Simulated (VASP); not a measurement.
Sc5Al: single point with PBE

Sc5Al:

```
Sc Al
1.0
     5.59123    0.00000    0.00000
    -2.79562    4.84215    0.00000
     0.00000    0.00000    5.06475
Sc Al
5 1
Direct
  0.00000 0.68504 0.00000
  0.68504 0.00000 0.00000
  0.31496 0.31496 0.00000
  0.33333 0.66667 0.50000
  0.66667 0.33333 0.50000
  0.00000 0.00000 0.50000
```

```json
{
  "Program": "VASP 6.6.1",
  "Task": "single point",
  "Functional": "PBE",
  "Potentials or basis": "VASP PAW PBE potentials, release 64 (Sc_sv, Al)",
  "Cutoff": "520 eV",
  "k mesh": "6 × 6 × 4",
  "Occupations": "gaussian, width 0.1 eV",
  "Spin": "no spin polarisation",
  "Dipole correction": "no",
  "Further INCAR settings": "ALGO = Fast; EDIFF = 1e-06; NBANDS = 38"
}
```

```
Pressure               : 0.0 GPa
Largest force          : 0.005 eV/Å
Band gap on the k mesh : zero (bands 29 and 30 overlap by 0.51 eV)
```

Forces in eV/Å, atoms in the order of the input:
```
Sc  -0.003  0.005  0.000
Sc   0.005  0.000  0.000
Sc  -0.003 -0.005  0.000
Sc   0.000  0.000  0.000
Sc   0.000  0.000  0.000
Al   0.000  0.000  0.000
```

Stress tensor (GPa, compression positive):
```
-0.02  0.00  0.00
 0.00 -0.02  0.00
 0.00  0.00  0.15
```

Levels at points of the mesh, in eV from the Fermi level:
| k point | band 27 | band 28 | band 29 | band 30 | band 31 | band 32 |
| --- | --- | --- | --- | --- | --- | --- |
| (0.00, 0.00, 0.00) | -0.51 | -0.33 | -0.33 | -0.24 | -0.24 | 0.81 |
| (0.50, 0.00, 0.00) | -0.58 | -0.35 | -0.04 | 0.02 | 0.08 | 0.73 |
| (0.00, 0.00, 0.50) | -0.32 | -0.23 | 0.13 | 0.38 | 0.38 | 0.38 |
| (0.50, 0.00, 0.50) | -0.45 | 0.01 | 0.22 | 0.36 | 0.52 | 0.80 |

Run time: 2.8 min on 1 thread of Intel(R) Xeon(R) Platinum 8488C (Sapphire Rapids), on a shared host, peak memory 0.29 GiB.
